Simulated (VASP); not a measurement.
Wanted: the native input for a VASP 6.6.1 run.

* Task: single point
* Functional: r2SCAN
* Potentials or basis: VASP PAW PBE potentials, release 64 (Ti_sv)
* Cutoff: 520 eV
* k mesh: 14 × 14 × 5
* Occupations: gaussian, width 0.15 eV
* Spin: no spin polarisation
* Dipole correction: no
* Further INCAR settings: ALGO = Normal; EDIFF = 1e-06; NBANDS = 45

The system is Ti.

```
Ti
1.0
    -3.28200    0.00000    0.00000
     0.00000   -3.28200    0.00000
     0.00000    0.00000    9.84600
Ti
6
Direct
  0.50000 0.50000 0.16667
  0.00000 0.00000 0.00000
  0.50000 0.50000 0.50000
  0.00000 0.00000 0.33333
  0.50000 0.50000 0.83333
  0.00000 0.00000 0.66667
```

This isn't the form of Ti at room conditions, which is hcp.

One way to write it, as run:

POSCAR

```
Ti
1.0
   -3.2820000000      0.0000000000      0.0000000000
    0.0000000000     -3.2820000000      0.0000000000
    0.0000000000      0.0000000000      9.8460000000
Ti
6
Direct
    0.5000000000      0.5000000000      0.1666666667
    0.0000000000      0.0000000000      0.0000000000
    0.5000000000      0.5000000000      0.5000000000
    0.0000000000      0.0000000000      0.3333333333
    0.5000000000      0.5000000000      0.8333333333
    0.0000000000      0.0000000000      0.6666666667
```

INCAR.step1

```
SYSTEM = Ti
PREC = Accurate
ENCUT = 520
ISMEAR = 0
SIGMA = 0.15
LREAL = .False.
LASPH = .True.
NELM = 100
NBANDS = 45
GGA = PE
ALGO = Normal
EDIFF = 1E-4
LWAVE = .True.
LCHARG = .False.
```

INCAR.step2

```
SYSTEM = Ti
PREC = Accurate
ENCUT = 520
EDIFF = 1E-6
ISMEAR = 0
SIGMA = 0.15
LREAL = .False.
LASPH = .True.
NELM = 100
ALGO = Normal
ISIF = 2
LWAVE = .False.
LCHARG = .False.
METAGGA = R2SCAN
LMIXTAU = .True.
NBANDS = 45
ISTART = 1
```

KPOINTS

```
regular mesh
0
Gamma
  14 14 5
  0 0 0
```

Potentials or basis: VASP PAW PBE potentials, release 64 (Ti_sv).

Run with:

```bash
$ cat potpaw_PBE.64/Ti_sv/POTCAR > POTCAR
$ cp INCAR.step1 INCAR
$ mpirun -np 1 vasp_std > vasp.out
$ cp INCAR.step2 INCAR
$ mpirun -np 1 vasp_std > vasp.out
```

It gave:

```yaml
Pressure: -2.4 GPa
Band_gap_on_the_k_mesh: zero (bands 36 and 37 overlap by 1.62 eV)
```

Caveat: the PAW data sets were made with another functional, which shifts forces and pressure a little.

Wall time 50 min on 1 thread of Oxide Virtual Turin-like Processor, with other jobs on the host, peak memory 0.42 GiB.
